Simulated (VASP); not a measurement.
SiC, 16 atoms in the cell. The typed cell holds 16 atoms: a = 5.911 Å, b = 5.911 Å, c = 6.152 Å, α = 105.08°, β = 105.08°, γ = 117.29°.  This cell differs from its parent crystal: dynamics (nvt langevin) at 200 K, volume x 1.0, from the last frame before.

| Item | Value |
| --- | --- |
| Program | VASP 6.6.1 |
| Task | single point |
| Functional | PBE |
| Potentials or basis | VASP PAW PBE potentials, release 64 (Si, C) |
| Cutoff | 520 eV |
| k mesh | 2 × 2 × 2, shifted |
| Occupations | fermi-dirac, width 0.02 eV |
| Spin | no spin polarisation |
| Dipole correction | no |
| Further INCAR settings | LREAL = Auto; ALGO = Normal; EDIFF = 1e-07; NBANDS = 46 |

Potentials or basis: VASP PAW PBE potentials, release 64 (Si, C).

Run with:

```bash
$ cat potpaw_PBE.64/Si/POTCAR potpaw_PBE.64/C/POTCAR > POTCAR
$ mpirun -np 1 vasp_std > vasp.out
```

Hardware: 1 thread of Intel(R) Xeon(R) Platinum 8375C CPU @ 2.90GHz (Ice Lake), with other jobs on the host.

Q: Estimate the wall time of this run.

A: It took 89 s on 1 thread of Intel(R) Xeon(R) Platinum 8375C CPU @ 2.90GHz (Ice Lake), on a shared host, peak memory 0.31 GiB. Counts: scf iterations 16, k points 4.
